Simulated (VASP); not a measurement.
A run of VASP 6.6.1 is set up as follows.

File INCAR:

```
SYSTEM = W
ALGO = Fast
EDIFF = 1E-7
ENCUT = 520
GGA = CA
ISIF = 2
ISMEAR = 0
LASPH = .True.
LCHARG = .False.
LREAL = .False.
LWAVE = .False.
NBANDS = 13
NELM = 80
PREC = Accurate
SIGMA = 0.15
```

KPOINTS

```
k-points
0
Gamma
  20 20 20
  0 0 0
```

The input POSCAR:

```
W
1.0
   -1.4478064472      1.5210356913      1.5210356913
    1.5210356913     -1.4478064472      1.5210356913
    1.5210356913      1.5210356913     -1.4478064472
W
1
Direct
    0.0000000000      0.0000000000      0.0000000000
```

Potentials or basis: VASP PAW LDA potentials, release 64 (W_sv).

Run with:

```bash
$ cat potpaw_LDA.64/W_sv/POTCAR > POTCAR
$ mpirun -np 1 vasp_std > vasp.out
```

(1) Estimate the band gap on the k mesh.

(2) Estimate the pressure.

Results:

(1) zero (bands 7 and 8 overlap by 5.84 eV).

(2) 41.9 GPa.

Caveat: the cell stands under pressure; spin-orbit coupling is left out, which moves the levels of the heavy elements.
